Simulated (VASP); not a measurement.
# Y (P6_3/mmc) in VASP: single point with LDA

Aim: the single point of Y with LDA.

All numbers are computed with VASP 6.6.1; they aren't measurements. Logs are shortened: lines on timing, memory, paths and dates and some standing lists are left out, and cuts for length are marked.

## Step 1: The cell of the first run

Symmetry: P6_3/mmc, No. 194, hexagonal system. Conventional cell: a = 3.529 Å, b = 3.529 Å, c = 5.544 Å, α = 90.00°, β = 90.00°, γ = 120.00°. Y (site symmetry -6m2) has 12 Y at 3.44 to 3.53 Å within 4.5 Å.

## Step 2: Single point, LDA

INCAR

```
ALGO = Normal
EDIFF = 1E-7
ENCUT = 520
ISIF = 2
ISMEAR = 0
LASPH = True
LCHARG = False
LREAL = False
LWAVE = False
NBANDS = 18
NELM = 100
PREC = Accurate
SIGMA = 0.05
```

KPOINTS

```
k-points
0
Gamma
  13 13 7
```

POSCAR

```
Y
1.0
    3.5286211027      0.0000000000      0.0000000000
   -1.7643105513      3.0558755153      0.0000000000
    0.0000000000      0.0000000000      5.5439809409
Y
2
Direct
    0.3333333333      0.6666666667      0.2500000000
    0.6666666667      0.3333333333      0.7500000000
```

Potentials or basis: VASP PAW LDA potentials, release 64 (Y_sv).

Launch:

```
> cat potpaw_LDA.64/Y_sv/POTCAR > POTCAR
> mpirun -np 1 vasp_std > vasp.out
```

OUTCAR:

```text
EDIFF = 1E-7
   ENCUT = 520
   ISIF = 2
   ISMEAR = 0
   LASPH = True
   LREAL = False
   NELM = 100
   PREC = Accurate

 ion  position               nearest neighbor table
   1  0.333  0.667  0.250-   2 3.44   2 3.44   2 3.44   2 3.44   2 3.44   2 3.44
   2  0.667  0.333  0.750-   1 3.44   1 3.44   1 3.44   1 3.44   1 3.44   1 3.44

  LATTYP: Found a hexagonal cell.
 ALAT       =     3.5286211027
 C/A-ratio  =     1.5711465696

  Lattice vectors:

 A1 = (   3.5286211027,   0.0000000000,   0.0000000000)
 A2 = (  -1.7643105513,   3.0558755153,   0.0000000000)
 A3 = (   0.0000000000,   0.0000000000,   5.5439809409)

Analysis of symmetry for initial positions (statically):
=====================================================================
 Subroutine PRICEL returns:
 Original cell was already a primitive cell.

 Routine SETGRP: Setting up the symmetry group for a
 hexagonal supercell.

 Subroutine GETGRP returns: Found 24 space group operations
 (whereof 12 operations were pure point group operations)
 out of a pool of 24 trial point group operations.

The static configuration has the point symmetry D_3d.
 The point group associated with its full space group is D_6h.

Analysis of symmetry for dynamics (positions and initial velocities):
=====================================================================
 Subroutine PRICEL returns:
 Original cell was already a primitive cell.

 Routine SETGRP: Setting up the symmetry group for a
 hexagonal supercell.

 Subroutine GETGRP returns: Found 24 space group operations
 (whereof 12 operations were pure point group operations)
 out of a pool of 24 trial point group operations.

The dynamic configuration has the point symmetry D_3d.
 The point group associated with its full space group is D_6h.

 Subroutine INISYM returns: Found 24 space group operations
 (whereof 12 operations are pure point group operations),
 and found     1 'primitive' translations

----------------------------------------------------------------------------------------

                                     Primitive cell

  volume of cell :      59.7809

  direct lattice vectors                    reciprocal lattice vectors
     3.528621103  0.000000000  0.000000000     0.283396820  0.163619230  0.000000000
    -1.764310551  3.055875515  0.000000000     0.000000000  0.327238461  0.000000000
[... 77 lines left out ...]
   ISTART =      0    job   : 0-new  1-cont  2-samecut
   ICHARG =      2    charge: 1-file 2-atom 10-const
   ISPIN  =      1    spin polarized calculation?
   LNONCOLLINEAR =      F non collinear calculations
   LSORBIT =      F    spin-orbit coupling
   LASPH  =      T    aspherical Exc in radial PAW
   ENCUT  =  520.0 eV  38.22 Ry    6.18 a.u.   6.56  6.56 10.31*2*pi/ulx,y,z
   NELM   =    100;   NELMIN=  2; NELMDL= -5     # of ELM steps
   EDIFF  = 0.1E-06   stopping-criterion for ELM
   LREAL  =      F    real-space projection
   EDIFFG = 0.1E-05   stopping-criterion for IOM
   NSW    =      0    number of steps for IOM
   IBRION =     -1    ionic relax: 0-MD 1-quasi-New 2-CG
   NFREE  =      0    steps in history (QN), initial steepest desc. (CG)
   ISIF   =      2    stress and relaxation
   ISYM   =      2    0-nonsym 1-usesym 2-fastsym
   POTIM  = 0.5000    time-step for ionic-motion
   TEBEG  =    0.0;   TEEND  =   0.0 temperature during run
   PSTRESS=    0.0 pullay stress
   NELECT =      22.0000    total number of electrons
   NUPDOWN=      -1.0000    fix difference up-down
   EMIN   =  10.00;   EMAX   =-10.00  energy-range for DOS
   EFERMI =   0.00;   METHOD = LEGACY
   ISMEAR =     0;   SIGMA  =   0.05  broadening in eV -4-tet -1-fermi 0-gaus
   EFERMI_NEDOS =   21; number of points for ismear=-14 and -15
   IALGO  =     38    algorithm
   IMIX   =      4    mixing-type and parameters
     AMIX     =   0.40;   BMIX     =  1.00
     AMIX_MAG =   1.60;   BMIX_MAG =  1.00
  volume/ion in A,a.u.               =      29.89       201.71
  Fermi-wavevector in a.u.,A,eV,Ry     =   1.173172  2.216973 18.726132  1.376332
  Thomas-Fermi vector in A             =   2.309589
   LORBIT       =      0    0 simple, 1 ext, 2 COOP (PROOUT), +10 PAW based schemes
   GGA     = CA    functional components
   LHFCALC =     F    Hartree Fock is set to
   AEXX    =    0.0000 exact exchange contribution
   IVDW    =     0    specifies the selected vdW correction
   LEPSILON=     F    determine dielectric tensor
   LRPA    =     F    only Hartree local field effects (RPA)
 non-spin polarized calculation
 Gauss-broadening in eV      SIGMA  =   0.05
  energy-cutoff  :      520.00
  volume of cell :       59.78
 maximum number of plane-waves:      1641
 NGX is ok and might be reduce to    28
   NGX = 13   NGY = 13   NGZ = 21

 number of electron      22.0000000 magnetization

 Free energy of the ion-electron system (eV)
  ---------------------------------------------------
  ext. energy  EPLUGINS =         0.00000000
  ---------------------------------------------------
  free energy    TOTEN  =       -13.88951755 eV

  energy without entropy =      -13.88342249  energy(sigma->0) =      -13.88647002

 E-fermi :   3.3010     XC(G=0): -10.0148

 val. band max:        3.2887420284   @ k =   0.2308   0.2308   0.2857
 cond. band min:       3.3022149891   @ k =   0.3846   0.0769   0.1429
 fundamental gap:      0.0134729606
 Fermi energy:         3.3010214402

 k-point     1 :       0.0000    0.0000    0.0000
  band No.  band energies     occupation
      1     -38.9333      2.00000
      2     -38.8210      2.00000
      3     -19.4672      2.00000
      4     -18.8066      2.00000
      5     -18.8066      2.00000
      6     -18.6860      2.00000
[... 481 lines left out ...]
      5     -18.8375      2.00000
      6     -18.8313      2.00000
[... 10 lines left out ...]
     17       6.3291      0.00000
     18       6.4224      0.00000

 [... further k-points ...]
[... 5 lines left out ...]
  --------------------------------------------------------------------------------------
  -------------------------------------------------------------------------------------
  Total       -0.0313686     -0.0313686     -0.0955992     -0.0000000      0.0000000      0.0000000
  in kB       -0.8407031     -0.8407031     -2.5621375     -0.0000000      0.0000000      0.0000000
  external PRESSURE =      -1.4145146 kB  Pullay stress =       0.0000000 kB

 VOLUME and BASIS-vectors are now :
 -----------------------------------------------------------------------------
  energy-cutoff  :      520.00
  volume of cell :       59.78
      direct lattice vectors                 reciprocal lattice vectors
     3.528621103  0.000000000  0.000000000     0.283396820  0.163619230  0.000000000
    -1.764310551  3.055875515  0.000000000     0.000000000  0.327238461  0.000000000
     0.000000000  0.000000000  5.543980941     0.000000000  0.000000000  0.180375800

 POSITION                                       TOTAL-FORCE (eV/Angst)
 -----------------------------------------------------------------------------------
     -0.00000      2.03725      1.38600        -0.000000      0.000000      0.000000
      1.76431      1.01863      4.15799         0.000000     -0.000000      0.000000
 -----------------------------------------------------------------------------------
    total drift:                               -0.000000      0.000000     -0.000000

  FREE ENERGIE OF THE ION-ELECTRON SYSTEM (eV)
  ---------------------------------------------------
  free  energy   TOTEN  =       -13.8895175469 eV

  energy  without entropy=      -13.8834224864  energy(sigma->0) =      -13.88647002
```

OSZICAR:

```text
N       E                     dE             d eps       ncg     rms          rms(c)
DAV:   1     0.901908859232E+02    0.90191E+02   -0.11255E+04  3024   0.117E+03
DAV:   2    -0.666234250612E+01   -0.96853E+02   -0.95196E+02  3696   0.262E+02
DAV:   3    -0.140276509693E+02   -0.73653E+01   -0.73026E+01  5110   0.437E+01
DAV:   4    -0.142535886623E+02   -0.22594E+00   -0.22572E+00  3732   0.749E+00
DAV:   5    -0.142587003628E+02   -0.51117E-02   -0.51105E-02  4254   0.929E-01    0.350E+01
DAV:   6    -0.139483538437E+02    0.31035E+00   -0.38493E-01  3336   0.375E+00    0.215E+01
DAV:   7    -0.139011492601E+02    0.47205E-01   -0.73866E-01  4314   0.459E+00    0.168E+00
DAV:   8    -0.138894901793E+02    0.11659E-01   -0.11303E-01  3720   0.199E+00    0.446E-01
DAV:   9    -0.138895305451E+02   -0.40366E-04   -0.42367E-03  3948   0.418E-01    0.157E-01
DAV:  10    -0.138895159266E+02    0.14618E-04   -0.50951E-04  3732   0.178E-01    0.568E-02
DAV:  11    -0.138895184766E+02   -0.25500E-05   -0.32973E-05  4472   0.351E-02    0.421E-02
DAV:  12    -0.138895177314E+02    0.74520E-06   -0.61808E-06  3408   0.195E-02    0.152E-02
DAV:  13    -0.138895175426E+02    0.18877E-06   -0.45505E-07  3720   0.542E-03    0.738E-04
DAV:  14    -0.138895175469E+02   -0.42869E-08   -0.11128E-08  1858   0.707E-04
   1 F= -.13889518E+02 E0= -.13886470E+02  d E =-.609506E-02
```

stdout:

```text
POSCAR found type information on POSCAR Y
 POSCAR found :  1 types and       2 ions
 scaLAPACK will be used
 LDA part: xc-table for (Slater(with rela. corr.)+CA(PZ))
 , standard interpolation
 POSCAR, INCAR and KPOINTS ok, starting setup
 FFT: planning ... GRIDC
 FFT: planning ... GRID_SOFT
 FFT: planning ... GRID
 WAVECAR not read
 entering main loop
```

Wall time 39 s (1 thread of Intel Xeon 6975P-C (Granite Rapids), shared host); peak memory 0.21 GiB.

What came out:

* Free energy: -13.8895 eV
* Pressure: -0.1 GPa
* Band gap on the k mesh: zero (band 11 reaches 4.58 eV, above the bottom of band 12 at 2.88 eV)

Stress tensor (GPa, compression positive):
```
-0.08  0.00  0.00
 0.00 -0.08  0.00
 0.00  0.00 -0.26
```
